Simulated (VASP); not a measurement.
# Ge (Cmcm) in VASP: a series of runs, part 2 of 2

VASP 6.6.1. The steps go on from the part before.

**5. Single point, PBE**

Input file INCAR:

```
ALGO     = Normal         # electronic algorithm
EDIFF    = 1E-7           # SCF threshold, eV
ENCUT    = 520            # plane-wave cutoff, eV
GGA      = PE             # functional
ISIF     = 2              # what is computed and relaxed
ISMEAR   = 0              # smearing method
LASPH    = T              # aspherical terms in the spheres
LCHARG   = T              # write CHGCAR
LELF     = T              # ELF
LREAL    = F              # projectors in reciprocal space
LVHAR    = T            
LWAVE    = F              # write WAVECAR
NBANDS   = 21             # bands
NELM     = 60             # most SCF steps
PREC     = Accurate       # precision mode
SIGMA    = 0.05           # smearing width, eV
```

Input file KPOINTS:

```
k-points
0
Gamma
  10 10 6
```

Input file POSCAR:

```
Ge
1.0
    1.4880529250     -2.5946896100      0.0000000000
    1.4880529250      2.5946896100      0.0000000000
    0.0000000000      0.0000000000      4.7275957900
Ge
2
Direct
    0.6665533700      0.3334466300      0.2500000000
    0.3334466300      0.6665533700      0.7500000000
```

Potentials or basis: VASP PAW PBE potentials, release 64 (Ge_d).

The run is started by

```sh
> cat potpaw_PBE.64/Ge_d/POTCAR > POTCAR
> mpirun -np 1 vasp_std > vasp.out
```

OUTCAR:

```text
EDIFF = 1E-7
   ENCUT = 520
   GGA = PE
   ISIF = 2
   ISMEAR = 0
   LASPH = T
   LREAL = F
   NELM = 60
   PREC = Accurate

 ion  position               nearest neighbor table
   1  0.667  0.333  0.250-
   2  0.333  0.667  0.750-

  LATTYP: Found a base centered orthorhombic cell.
 ALAT       =     2.9761058500
 B/A-ratio  =     1.7436809984
 C/A-ratio  =     1.5885173540

  Lattice vectors:

 A1 = (   1.4880529250,  -2.5946896100,   0.0000000000)
 A2 = (   1.4880529250,   2.5946896100,   0.0000000000)
 A3 = (   0.0000000000,   0.0000000000,   4.7275957900)

Analysis of symmetry for initial positions (statically):
=====================================================================
 Subroutine PRICEL returns:
 Original cell was already a primitive cell.

 Routine SETGRP: Setting up the symmetry group for a
 base centered orthorhombic supercell.

 Subroutine GETGRP returns: Found  8 space group operations
 (whereof  4 operations were pure point group operations)
 out of a pool of  8 trial point group operations.

The static configuration has the point symmetry C_2h.
 The point group associated with its full space group is D_2h.

Analysis of symmetry for dynamics (positions and initial velocities):
[... 158 lines left out ...]

  energy without entropy =       -8.35928531  energy(sigma->0) =       -8.36035380

 E-fermi :   7.0500     XC(G=0): -11.4668

 val. band max:        7.0320957837   @ k =   0.5000   0.3000   0.1667
 cond. band min:       7.0615620619   @ k =   0.3000   0.2000   0.5000
 fundamental gap:      0.0294662782
 Fermi energy:         7.0499513153

 k-point     1 :       0.0000    0.0000    0.0000
  band No.  band energies     occupation
      1     -17.5980      2.00000
      2     -17.5878      2.00000
      3     -17.5857      2.00000
      4     -17.5842      2.00000
      5     -17.5786      2.00000
      6     -17.5754      2.00000
[... 565 lines left out ...]
     20      22.7550      0.00000
     21      23.3494      0.00000

 [... further k-points ...]

------------------------ aborting loop because EDIFF is reached ----------------------------------------

  FORCE on cell =-STRESS in cart. coord.  units (eV):
  Direction    XX          YY          ZZ          XY          YZ          ZX
  --------------------------------------------------------------------------------------
  -------------------------------------------------------------------------------------
  Total        0.7391204      0.9304372      1.3143577      0.0000000      0.0000000      0.0000000
  in kB       32.4378204     40.8341515     57.6832925      0.0000000      0.0000000      0.0000000
  external PRESSURE =      43.6517548 kB  Pullay stress =       0.0000000 kB

 VOLUME and BASIS-vectors are now :
 -----------------------------------------------------------------------------
  energy-cutoff  :      520.00
  volume of cell :       36.51
      direct lattice vectors                 reciprocal lattice vectors
     1.488052925 -2.594689610  0.000000000     0.336009554 -0.192701277  0.000000000
     1.488052925  2.594689610  0.000000000     0.336009554  0.192701277  0.000000000
     0.000000000  0.000000000  4.727595790     0.000000000  0.000000000  0.211524006

 POSITION                                       TOTAL-FORCE (eV/Angst)
 -----------------------------------------------------------------------------------
      1.48805     -0.86431      1.18190         0.000000     -0.002898      0.000000
      1.48805      0.86431      3.54570         0.000000      0.002898     -0.000000
 -----------------------------------------------------------------------------------
    total drift:                                0.000000     -0.000000      0.000000

  FREE ENERGIE OF THE ION-ELECTRON SYSTEM (eV)
  ---------------------------------------------------
  free  energy   TOTEN  =        -8.3614222917 eV

  energy  without entropy=       -8.3592853100  energy(sigma->0) =       -8.36035380
```

stdout:

```text
POSCAR found type information on POSCAR Ge
 POSCAR found :  1 types and       2 ions
 scaLAPACK will be used
 LDA part: xc-table for (Slater+PW92), standard interpolation
 POSCAR, INCAR and KPOINTS ok, starting setup
 FFT: planning ... GRIDC
 FFT: planning ... GRID_SOFT
 FFT: planning ... GRID
 WAVECAR not read
 entering main loop
```

Run time: 31 s. Hardware: 1 thread of Intel Xeon Platinum 8488C (Sapphire Rapids), shared host; peak memory 0.2 GiB.

Results:

```
Free energy            : -8.3614 eV
Pressure               : 4.4 GPa
Band gap on the k mesh : zero (bands 14 and 15 overlap by 8.97 eV)
```

Forces in eV/Å, atoms in the order of the input:
```
Ge   0.000 -0.003  0.000
Ge   0.000  0.003  0.000
```

Levels at points of the mesh, in eV from the Fermi level:
```tsv
k point	band 11	band 12	band 13	band 14	band 15	band 16	band 17	band 18
(0.00, 0.00, 0.00)	-13.35	-7.46	-5.52	6.63	6.74	8.71	8.83	10.13
(0.50, 0.00, 0.00)	-8.42	-7.09	-2.25	-1.24	-0.87	1.45	2.46	6.45
(0.50, 0.50, 0.00)	-8.49	-7.13	-2.29	-1.27	-0.93	1.42	2.61	6.59
(0.00, 0.00, 0.50)	-11.68	-11.68	1.90	1.90	7.77	7.77	7.88	7.88
(0.50, 0.00, 0.50)	-6.97	-6.97	-4.92	-4.92	4.12	4.12	5.09	5.09
(0.50, 0.50, 0.50)	-7.05	-7.05	-4.94	-4.94	4.27	4.27	5.11	5.11
```

Caveat: the cell stands under pressure.

**6. The runs side by side**

| level | spin | k mesh | smearing | grid for exact exchange (PRECFOCK) | share of exact exchange | gap on the mesh (eV) | pressure (GPa) |
| --- | --- | --- | --- | --- | --- | --- | --- |
| PBEsol | non-collinear, zero start, SOC | 10 × 10 × 6 | fermi-dirac 0.05 eV | - | - | - | 0.5 |
| r2SCANh | off | 5 × 5 × 3 | fermi-dirac 0.05 eV | Normal | 0.1 | none | 1.7 |
| PBEsol | off | 6 × 6 × 4 | fermi-dirac 0.03 eV | - | - | none | -0.6 |
| PBE | off | 10 × 10 × 6 | gaussian 0.05 eV | - | - | none | 4.4 |

Alike in all rows: task single point; potentials or basis VASP PAW PBE potentials, release 64 (Ge_d); cell as given; cutoff (eV) 520.

Caveats: some runs use coarse meshes; the PAW data sets were made with another functional, which shifts forces and pressure a little (at least some runs); the cell stands under pressure (at least some runs).

Total energies depend on the potentials used, so only differences within one code and one set of settings carry meaning.
